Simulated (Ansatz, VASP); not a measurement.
Na2S in VASP and in Ansatz

INCAR

```
SYSTEM = Na2S
  ALGO = Normal
  EDIFF = 1E-6
  ENCUT = 500
  GGA = PE
  GGA_COMPAT = .False.
  ISIF = 2
  ISMEAR = 0
  IVDW = 12
  LASPH = .True.
  LCHARG = .False.
  LREAL = .False.
  LWAVE = .False.
  NBANDS = 17
  NELM = 120
  PREC = Accurate
  SIGMA = 0.1
```

The input KPOINTS:

```
k-points
0
Gamma
  4 4 4
  0 0 0
```

Contents of POSCAR:

```
Na2S
1.0
    0.0000000000      3.2491545700      3.2491545700
    3.2491545700      0.0000000000      3.2491545700
    3.2491545700      3.2491545700      0.0000000000
Na S
2 1
Direct
    0.2500000000      0.2500000000      0.2500000000
    0.7500000000      0.7500000000      0.7500000000
    0.0000000000      0.0000000000      0.0000000000
```

Input for Ansatz:

```yaml
crystal:
  lattice:
    - [0.0, 3.24915457, 3.24915457]
    - [3.24915457, 0.0, 3.24915457]
    - [3.24915457, 3.24915457, 0.0]
  atoms:
    - { symbol: Na, position: [0.25, 0.25, 0.25] }
    - { symbol: Na, position: [0.75, 0.75, 0.75] }
    - { symbol: S, position: [0.0, 0.0, 0.0] }
basis:
  ecutwfc: 420
kpoints:
  mp_grid: { grid: [4, 4, 4] }
hamiltonian:
  xc: pbe
  dispersion: d3bj
scf:
  occupations: { method: gaussian, width: 0.1 }
  lower_state_search: "off"
output:
  forces: true
  stress: true
  eigenvalues: true
```

Alike in both runs: task single point; functional PBE; dispersion D3(BJ); k mesh 4 × 4 × 4; occupations gaussian, width 0.1 eV; no spin polarisation.

```csv
,VASP,Ansatz
version,VASP 6.6.1,Ansatz 0.2.0
potentials or method,"VASP PAW PBE potentials, release 64 (Na_pv, S), cutoff 500 eV","scalar-relativistic, plane waves, PAW"
valence electrons in the cell,20,24
```

```csv
,VASP,Ansatz,Ansatz less VASP
gap on the k mesh at the Fermi level (eV),2.55,2.55,+0.002
least direct gap on the mesh (eV),2.55,2.55,+0.002
pressure (GPa),-0.8,-0.8,0.00
```

VASP's potentials hold 20 valence electrons a cell and Ansatz's 24, so a difference there can come from the potentials and not from the codes.
